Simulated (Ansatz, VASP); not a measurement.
**One calculation of WS2, two programs**

The input INCAR:

```
PREC     = Accurate       # precision mode
ENCUT    = 520            # plane-wave cutoff, eV
EDIFF    = 1E-7           # SCF threshold, eV
ISMEAR   = 0              # smearing method
SIGMA    = 0.05           # smearing width, eV
LREAL    = F              # projectors in reciprocal space
LASPH    = T              # aspherical terms in the spheres
NELM     = 60             # most SCF steps
ALGO     = Normal         # electronic algorithm
ISIF     = 2              # what is computed and relaxed
LWAVE    = F              # write WAVECAR
LCHARG   = T              # write CHGCAR
LDIPOL   = T            
IDIPOL   = 3            
DIPOL    = 0.5 0.5 0.402
GGA      = PE             # functional
IVDW     = 12             # dispersion correction
LELF     = T              # ELF
LVHAR    = T            
LVACPOTAV= T            
NBANDS   = 35             # bands
```

KPOINTS

```
Automatic mesh
0
Gamma
  9 9 1
```

File POSCAR:

```
WS2
1.0
    3.1595456682      0.0000000000      0.0000000000
   -1.5797728341      2.7362468131      0.0000000000
    0.0000000000      0.0000000000     23.8042574330
S W
4 2
Direct
    0.3333333333      0.6666666667      0.1890418137
    0.3333333333      0.6666666667      0.3214605092
    0.3333333333      0.8333333333      0.4827761903
    0.3333333333      0.8333333333      0.6151948858
    0.6666666667      0.3333333333      0.2552511584
    0.6666666667      0.5000000000      0.5489855349
```

Input for Ansatz:

```yaml
crystal:
  lattice:
    - [3.1595456682, 0.0, 0.0]
    - [-1.5797728341, 2.7362468131, 0.0]
    - [0.0, 0.0, 23.804257433]
  atoms:
    - { symbol: S, position: [0.3333333333, 0.6666666667, 0.1890418137] }
    - { symbol: W, position: [0.6666666667, 0.3333333333, 0.2552511584] }
    - { symbol: S, position: [0.3333333333, 0.6666666667, 0.3214605092] }
    - { symbol: S, position: [0.3333333333, 0.8333333333, 0.4827761903] }
    - { symbol: W, position: [0.6666666667, 0.5, 0.5489855349] }
    - { symbol: S, position: [0.3333333333, 0.8333333333, 0.6151948858] }
basis:
  ecutwfc: 420
kpoints:
  mp_grid: { grid: [9, 9, 1] }
hamiltonian:
  xc: pbe
  pseudopotentials: { kind: paw, azcp: { folder: soft_1 } }
  dispersion: d3bj
scf:
  occupations: { method: gaussian, width: 0.05 }
output:
  forces: true
  eigenvalues: true
efield:
  axis: 3
  dipole_correction: true
  ramp_width: 0.04
```

Alike in both runs: task single point; functional PBE; dispersion D3(BJ); k mesh 9 × 9 × 1; occupations gaussian, width 0.05 eV; no spin polarisation.

|  | VASP | Ansatz |
| --- | --- | --- |
| version | VASP 6.6.1 | Ansatz 0.2.0 |
| potentials or method | VASP PAW PBE potentials, release 64 (S, W_sv), cutoff 520 eV | scalar-relativistic, plane waves, PAW |
| valence electrons in the cell | 52 | 52 |

```csv
,VASP,Ansatz,Ansatz less VASP
gap on the k mesh at the Fermi level (eV),1.86,1.84,-0.013
least direct gap on the mesh (eV),1.91,1.91,-0.003
rms of the force components (eV/Å),0.020,0.019,-0.0006
```

Neither program's run includes spin-orbit coupling.
